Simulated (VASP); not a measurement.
A run of VASP 6.6.1:

The input INCAR:

```
SYSTEM = HfO2
ALGO     = Normal         ! electronic algorithm
EDIFF    = 1E-7           ! SCF threshold, eV
ENCUT    = 520            ! plane-wave cutoff, eV
GGA      = PE             ! functional
ISIF     = 2              ! what is computed and relaxed
ISMEAR   = -1             ! smearing method
LASPH    = .TRUE.         ! aspherical terms in the spheres
LCHARG   = .FALSE.        ! write CHGCAR
LREAL    = .FALSE.        ! projectors in reciprocal space
LWAVE    = .FALSE.        ! write WAVECAR
NBANDS   = 18             ! bands
NELM     = 60             ! most SCF steps
PREC     = Accurate       ! precision mode
SIGMA    = 0.01           ! smearing width, eV
```

File KPOINTS:

```
k-points
0
G
  9 9 9
  0 0 0
```

POSCAR

```
HfO2
1.0
   -0.0767250000      2.5191375000      2.5191375000
    2.5191375000     -0.0767250000      2.5191375000
    2.5191375000      2.5191375000     -0.0767250000
Hf O
1 2
Direct
    0.0000000000      0.0000000000      0.0000000000
    0.2500000000      0.2500000000      0.2500000000
    0.7500000000      0.7500000000      0.7500000000
```

Potentials or basis: VASP PAW PBE potentials, release 64 (Hf_pv, O).

Launch:

```console
$ cat potpaw_PBE.64/Hf_pv/POTCAR potpaw_PBE.64/O/POTCAR > POTCAR
$ mpirun -np 1 vasp_std > vasp.out
```

Hardware: 1 thread of Intel Xeon 8259CL, on a shared host.

Problem. How long does it take, and how much memory?

Solution. Wall time 81 s on 1 thread of Intel Xeon 8259CL, on a shared host, peak memory 0.19 GiB. Counts: scf iterations 15, k points 85.
